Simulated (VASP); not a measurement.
The system is NdHf.

```
Nd Hf
1.0
     4.18219    0.00000    0.00000
    -2.09110    3.62188    0.00000
     0.00000    0.00000    6.82767
Nd Hf
2 2
Direct
  0.33333 0.66667 0.00000
  0.66667 0.33333 0.50000
  0.33333 0.66667 0.38500
  0.66667 0.33333 0.88500
```

The cell was generated, and may not be a known phase.

```yaml
Program: VASP 6.6.1
Task: relaxation of cell and atoms
Functional: PBE
Potentials_or_basis: VASP PAW PBE potentials, release 64 (Nd_3, Hf_pv), 4f in core
Cutoff: 500 eV
k_mesh: 5 × 5 × 3
Occupations: gaussian, width 0.2 eV
Spin: no spin polarisation
```

At the start: pressure 21.8 GPa; volume 25.86 Å³/atom.

Q: How do energy, volume and symmetry change on relaxing?

A: Over 16 steps the energy falls by 1080.8 meV/atom and the volume is 38.75 Å³/atom (+49.9 %); space group P6_3mc (No. 186, to 0.1 Å) before, P6_3/mmc (No. 194, to 0.1 Å).

The path:
```
step  energy change (eV)  largest force (eV/Å)  pressure (GPa)  volume (Å³)
   1              0.0000                0.0018           21.79       103.42
   2             -2.3923                0.6647           -2.81       165.30
   3             -2.5576                0.6435           -0.31       149.04
   4             -2.5581                0.6399           -0.09       148.02
   5             -2.6521                0.6024           -0.22       148.30
   6             -2.9541                0.3209           -0.51       148.97
   7             -3.6231                0.1957           -0.10       149.57
   8             -2.9472                3.6606            3.27       147.52
   9             -3.8820                0.3250           -0.03       149.52
  10             -4.2373                0.3517            0.69       148.90
  11             -4.0541                1.1197            0.44       156.80
  12             -4.2595                0.4693            0.52       150.94
  13             -4.3185                0.1161           -0.28       155.86
  14             -4.3198                0.0538           -0.41       156.71
  15             -4.3187                0.0455            0.41       153.06
  16             -4.3233                0.0094           -0.04       155.01
```

Final structure:
```yaml
crystal:
  lattice:
    - [5.44303, 0.00000, 0.00000]
    - [-2.72152, 4.71381, 0.00000]
    - [0.00000, 0.00000, 6.04137]
  atoms:
    - { symbol: Nd, position: [0.33333, 0.66667, 0.94232] }
    - { symbol: Nd, position: [0.66667, 0.33333, 0.44232] }
    - { symbol: Hf, position: [0.33333, 0.66667, 0.44268] }
    - { symbol: Hf, position: [0.66667, 0.33333, 0.94268] }
```

Caveat: the volume moved by over 15 % at a fixed basis, so the end points are rough.
